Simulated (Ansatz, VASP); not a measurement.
One calculation of InSb, two programs

```
In Sb
1.0
     0.00000    3.23910    3.33627
     3.23910    0.00000    3.33627
     3.23910    3.23910    0.00000
In Sb
1 1
Cartesian
  0.0000 0.0000 0.0000
  4.8586 4.8586 5.0044
```

Change from the starting cell: strain +0.0300 x Voigt [0, 0, 1, 0, 0, 0], atoms carried along.

Alike in both runs: task single point; functional PBE; k mesh 12 × 12 × 12; occupations gaussian, width 0.15 eV; no spin polarisation.

|  | VASP | Ansatz |
| --- | --- | --- |
| version | VASP 6.6.1 | Ansatz 0.2.0 |
| potentials or method | VASP PAW PBE potentials, release 64 (In_d, Sb), cutoff 520 eV | scalar-relativistic, plane waves, PAW |
| valence electrons in the cell | 18 | 28 |

|  | VASP | Ansatz | Ansatz less VASP |
| --- | --- | --- | --- |
| gap on the k mesh at the Fermi level (eV) | none | none | - |
| pressure (GPa) | 1.7 | 1.7 | +0.03 |
| traceless stress, the component that is largest in VASP (GPa) | -0.54 | -0.54 | 0.000 |

A gap of «none» marks a metal or a gap that the smearing closes. VASP's potentials hold 18 valence electrons a cell and Ansatz's 28, so a difference there can come from the potentials and not from the codes.

Neither program's run includes spin-orbit coupling.
